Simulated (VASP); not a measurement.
**Co: single point with r2SCAN**

Co:

```xyz
2
Lattice="2.4627 0.0000 0.0000 -1.2314 2.1328 0.0000 0.0000 0.0000 3.9983" Properties=species:S:1:pos:R:3 pbc="T T T"
Co    0.0000    1.4219    2.9987
Co    1.2314    0.7109    0.9996
```

| Property | Result |
| --- | --- |
| Program | VASP 6.6.1 |
| Task | single point |
| Functional | r2SCAN |
| Potentials or basis | VASP PAW PBE potentials, release 64 (Co) |
| Cutoff | 520 eV |
| k mesh | 20 × 20 × 10 |
| Occupations | gaussian, width 0.05 eV |
| Spin | collinear spin, ferromagnetic start |
| Starting moments | [2.1, 2.1] μB |

The pressure is 2.9 GPa. The net moment is 3.48 μB per cell. The site moments are Co +1.80 μB and the valence electrons inside the program's atomic spheres are Co 8.36.

Stress tensor (GPa, compression positive):
```
2.97 0.00 0.00
0.00 2.97 0.00
0.00 0.00 2.67
```

Levels at points of the mesh, in eV from the Fermi level:
Spin up:
```csv
k point,band 9,band 10,band 11,band 12,band 13,band 14
"(0.00, 0.00, 0.00)",-2.71,-1.58,-1.58,-0.29,6.42,23.03
"(0.50, 0.00, 0.00)",-1.36,-1.26,0.98,3.23,10.03,10.83
"(0.00, 0.00, 0.50)",-1.90,-1.90,-1.90,-1.90,15.57,15.57
"(0.50, 0.00, 0.50)",-1.32,-1.32,1.49,1.49,7.44,7.44
```
Spin down:
```
           k point  band 5  band 6  band 7  band 8  band 9  band 10
(0.00, 0.00, 0.00)   -0.92   -0.81   -0.51   -0.51    0.00     0.00
(0.50, 0.00, 0.00)   -1.11   -1.06   -0.63    1.45    1.60     1.63
(0.00, 0.00, 0.50)   -0.98   -0.98   -0.98   -0.98    0.95     0.95
(0.50, 0.00, 0.50)    0.04    0.04    0.10    0.10    1.56     1.56
```

Wall time 6.2 min on 1 thread of AMD EPYC 9R45 96-Core Processor (Zen 5), on a shared host, peak memory 0.23 GiB.

Caveat: the PAW data sets were made with another functional, which shifts forces and pressure a little.
